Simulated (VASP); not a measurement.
A run of VASP 6.6.1 is set up as follows.

POSCAR

```
CoSi
1.0
    2.7813340000      0.0000000000      0.0000000000
    0.0000000000      2.7813340000      0.0000000000
    0.0000000000      0.0000000000      2.7813340000
Co Si
1 1
Direct
    0.0000000000      0.0000000000      0.0000000000
    0.5000000000      0.5000000000      0.5000000000
```

Contents of INCAR.step1:

```
SYSTEM = CoSi
PREC = Accurate
ENCUT = 520
ISMEAR = 0
SIGMA = 0.1
LREAL = .False.
LASPH = .True.
NELM = 150
ISPIN = 2
MAGMOM = 3 0
LMAXMIX = 4
NBANDS = 18
GGA = PE
ALGO = Normal
EDIFF = 1E-4
LWAVE = .True.
LCHARG = .False.
```

Contents of INCAR.step2:

```
SYSTEM = CoSi
PREC = Accurate
ENCUT = 520
EDIFF = 1E-7
ISMEAR = 0
SIGMA = 0.1
LREAL = .False.
LASPH = .True.
NELM = 150
ALGO = Normal
ISIF = 2
LWAVE = .False.
LCHARG = .False.
ISPIN = 2
MAGMOM = 3 0
LORBIT = 11
LMAXMIX = 4
METAGGA = R2SCAN
LMIXTAU = .True.
NBANDS = 18
ISTART = 1
```

File KPOINTS:

```
Automatic mesh
0
Gamma
  6 6 6
  0 0 0
```

Potentials or basis: VASP PAW PBE potentials, release 64 (Co, Si).

Launch:

```sh
$ cat potpaw_PBE.64/Co/POTCAR potpaw_PBE.64/Si/POTCAR > POTCAR
$ cp INCAR.step1 INCAR
$ mpirun -np 1 vasp_std > vasp.out
$ cp INCAR.step2 INCAR
$ mpirun -np 1 vasp_std > vasp.out
```

What does it give for the pressure?

-6.0 GPa.

Predict the site moments.

Co +0.79; Si +0.01 μB.

Predict the net moment.

0.72 μB per cell.

Caveat: the k points lie up to 0.38 Å⁻¹ apart; the PAW data sets were made with another functional, which shifts forces and pressure a little.
